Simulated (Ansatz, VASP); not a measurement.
One calculation of Ga4SbAs, two programs

```
Ga Sb As
1.0
     0.00000    3.91427    3.91427
     3.91427    0.00000    3.91427
     3.91427    3.91427    0.00000
Ga Sb As
4 1 1
Cartesian
  4.8991 2.9295 2.9295
  2.9295 4.8991 2.9295
  2.9295 2.9295 4.8991
  4.8991 4.8991 4.8991
  1.9571 1.9571 1.9571
  0.0000 0.0000 0.0000
```

Change from the starting cell: species swapped into the HoCu4Pd type (F-43m, No. 216).

Alike in both runs: task single point; functional PBE; k mesh 4 × 4 × 4; occupations gaussian, width 0.1 eV; no spin polarisation.

```csv
,VASP,Ansatz
version,VASP 6.6.1,Ansatz 0.2.0
potentials or method,"VASP PAW PBE potentials, release 64 (Ga_d, Sb, As), cutoff 520 eV","scalar-relativistic, plane waves, PAW"
valence electrons in the cell,62,82
```

|  | VASP | Ansatz | Ansatz less VASP |
| --- | --- | --- | --- |
| gap on the k mesh at the Fermi level (eV) | none | none | - |
| pressure (GPa) | 2.6 | 2.6 | -0.01 |
| rms of the force components (eV/Å) | 0.018 | 0.017 | -0.0010 |

Atom by atom the forces differ by 0.001 eV/Å (rms over components). A gap of «none» marks a metal or a gap that the smearing closes. VASP's potentials hold 62 valence electrons a cell and Ansatz's 82, so a difference there can come from the potentials and not from the codes.

Spin-orbit coupling is off throughout.
